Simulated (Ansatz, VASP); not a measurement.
**Al3BSb2: VASP beside Ansatz**

```xyz
6
Lattice="4.8548 0.0000 0.0000 0.0000 4.8548 0.0000 0.0000 0.0000 5.5206" Properties=species:S:1:pos:R:3 pbc="T T T"
Al    2.4274    0.0000    0.0000
Al    0.0000    2.4274    0.0000
Al    0.0000    0.0000    0.0000
B     2.4274    2.4274    0.0000
Sb    2.4274    2.4274    2.7603
Sb    0.0000    0.0000    2.7603
```

Alike in both runs: functional PBE; k mesh 4 × 4 × 3; occupations gaussian, width 0.2 eV; no spin polarisation.

Ansatz relaxed the structure, and its values are those at the end. VASP's run is a single point on that final structure, the one shown.

```csv
,VASP,Ansatz
version,VASP 6.6.1,Ansatz 0.2.0
potentials or method,"VASP PAW PBE potentials, release 64 (Al, B, Sb), cutoff 500 eV","scalar-relativistic, plane waves, PAW"
valence electrons in the cell,22,42
```

```tsv
	VASP	Ansatz	Ansatz less VASP
gap on the k mesh at the Fermi level (eV)	none	none	-
pressure (GPa)	0.0	0.0	+0.01
```

A gap of «none» marks a metal or a gap that the smearing closes. VASP's potentials hold 22 valence electrons a cell and Ansatz's 42, so a difference there can come from the potentials and not from the codes.

The k mesh is coarse, so the values compare programs but aren't converged. Neither program's run includes spin-orbit coupling.
